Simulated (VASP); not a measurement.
Here is a VASP 6.6.1 calculation.

The input POSCAR:

```
W
1.0
   -1.0260694704      1.6506334959      1.6506334959
    1.6506334959     -1.0260694704      1.6506334959
    1.6506334959      1.6506334959     -1.0260694704
W
1
Direct
    0.0000000000      0.0000000000      0.0000000000
```

Contents of INCAR.step1:

```
PREC = Accurate
ENCUT = 520
ISMEAR = 0
SIGMA = 0.15
LREAL = F
LASPH = T
NELM = 60
NBANDS = 13
GGA = PE
ALGO = Normal
EDIFF = 1E-4
LWAVE = T
LCHARG = F
```

INCAR.step2

```
PREC = Accurate
ENCUT = 520
EDIFF = 1E-6
ISMEAR = 0
SIGMA = 0.15
LREAL = F
LASPH = T
NELM = 60
ALGO = Normal
ISIF = 2
LWAVE = F
LCHARG = T
METAGGA = R2SCAN
LMIXTAU = T
LELF = T
LVHAR = T
NBANDS = 13
ISTART = 1
```

The input KPOINTS:

```
regular mesh
0
Gamma
  16 16 16
```

Potentials or basis: VASP PAW PBE potentials, release 64 (W_sv).

Command:

```bash
$ cat potpaw_PBE.64/W_sv/POTCAR > POTCAR
$ cp INCAR.step1 INCAR
$ mpirun -np 1 vasp_std > vasp.out
$ cp INCAR.step2 INCAR
$ mpirun -np 1 vasp_std > vasp.out
```

(1) Predict the band gap on the k mesh.

(2) Estimate the pressure.

Answers

(1) zero (band 7 reaches 12.79 eV, above the bottom of band 8 at 9.59 eV).

(2) 24.5 GPa.

Caveat: the PAW data sets were made with another functional, which shifts forces and pressure a little; spin-orbit coupling is left out, which moves the levels of the heavy elements.
